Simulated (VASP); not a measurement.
Wanted: the native input for a VASP 6.6.1 run.

* Task: relaxation of cell and atoms
* Functional: r2SCAN
* Potentials or basis: VASP PAW PBE potentials, release 64 (Ag)
* Cutoff: 600 eV
* k mesh: 23 × 23 × 23
* Occupations: methfessel-paxton, width 0.1 eV
* Spin: no spin polarisation
* Dipole correction: no
* Further INCAR settings: ALGO = Normal; EDIFF = 1e-07; IBRION = 2; EDIFFG = -0.005; NSW = 60; ISIF = 3

Ag:

```
CELL_PARAMETERS angstrom
0.00000 2.04500 2.04500
2.04500 0.00000 2.04500
2.04500 2.04500 0.00000
ATOMIC_POSITIONS crystal
Ag 0.00000 0.00000 0.00000
```

These files were run (other wordings do the same):

POSCAR

```
Ag
1.0
    0.0000000000      2.0450000000      2.0450000000
    2.0450000000      0.0000000000      2.0450000000
    2.0450000000      2.0450000000      0.0000000000
Ag
1
Direct
    0.0000000000      0.0000000000      0.0000000000
```

INCAR.step1

```
ALGO = Normal
EDIFF = 1E-4
ENCUT = 600
GGA = PE
ISMEAR = 1
LASPH = T
LCHARG = F
LREAL = F
LWAVE = T
NELM = 60
PREC = Accurate
SIGMA = 0.1
```

INCAR.step2

```
ALGO = Normal
EDIFF = 1E-7
EDIFFG = -0.005
ENCUT = 600
IBRION = 2
ISIF = 3
ISMEAR = 1
ISTART = 1
LASPH = T
LCHARG = F
LMIXTAU = T
LREAL = F
LWAVE = F
METAGGA = R2SCAN
NELM = 60
NSW = 60
PREC = Accurate
SIGMA = 0.1
```

KPOINTS

```
k-points
0
Gamma
  23 23 23
```

Potentials or basis: VASP PAW PBE potentials, release 64 (Ag).

Launch:

```bash
$ cat potpaw_PBE.64/Ag/POTCAR > POTCAR
$ cp INCAR.step1 INCAR
$ mpirun -np 1 vasp_std > vasp.out
$ cp INCAR.step2 INCAR
$ mpirun -np 1 vasp_std > vasp.out
```

It gave:

```json
{
  "Relaxed volume": "17.31 Å³/atom",
  "Relaxed cell": "a = 2.904 Å, b = 2.904 Å, c = 2.904 Å, α = 60.00°, β = 60.00°, γ = 60.00°",
  "Space group after relaxing (to 0.05 Å)": "Fm-3m (No. 225)",
  "Energy gained by relaxing": "0.8 meV/atom",
  "Ionic steps": "3",
  "Pressure after relaxing": "0.0 GPa"
}
```

Caveat: the PAW data sets were made with another functional, which shifts forces and pressure a little.

Run time: 13 min on 1 thread of AMD EPYC 7R13 Processor (Zen 3) (shared host), peak memory 0.18 GiB.
